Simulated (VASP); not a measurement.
Runs of VASP 6.6.1 on TiTe2. The structure is that of space group P-3m1 (No. 164), or close to it. The cells are those of the table. 

```csv
cell,gap on the mesh (eV),pressure (GPa),largest force (eV/Å)
"a = 3.683, b = 3.683, c = 6.660 Å, angles 90.0, 90.0, 120.0°, 3 atoms",none,2.5,0.06
"a = 3.777, b = 3.777, c = 6.823 Å, angles 90.0, 90.0, 120.0°, 3 atoms",none,(b),0.55
"a = 3.871, b = 3.871, c = 6.336 Å, angles 90.0, 90.0, 120.0°, 3 atoms",none,(a),0.01
"a = 3.683, b = 3.683, c = 6.823 Å, angles 90.0, 90.0, 120.0°, 3 atoms",none,(c),0.27
"a = 3.777, b = 3.777, c = 6.660 Å, angles 90.0, 90.0, 120.0°, 3 atoms",none,-0.7,0.26
"a = 3.871, b = 3.871, c = 6.173 Å, angles 90.0, 90.0, 120.0°, 3 atoms",none,1.4,0.29
"a = 3.777, b = 3.777, c = 6.336 Å, angles 90.0, 90.0, 120.0°, 3 atoms",none,2.8,0.35
"a = 3.966, b = 3.966, c = 6.173 Å, angles 90.0, 90.0, 120.0°, 3 atoms",none,-1.4,0.03
```

Alike in all rows: task single point; level PBE; potentials or basis VASP PAW PBE potentials, release 64 (Ti_sv, Te); no spin polarisation; k mesh 12 × 12 × 8; cutoff (eV) 520; smearing gaussian 0.15 eV.

**Question.** Fill in the values left out.

**Answer.** (a) -0.4; (b) -2.2; (c) 0.7.

Caveats: spin-orbit coupling is left out, which moves the levels of the heavy elements; this functional lacks dispersion, which binds layers or chains, so the pressure and a relaxed spacing across them are unreliable.

A k mesh can miss the band edges, and the runs leave out spin-orbit coupling on Te.

A gap of «none» marks levels without a gap at the run's occupations.
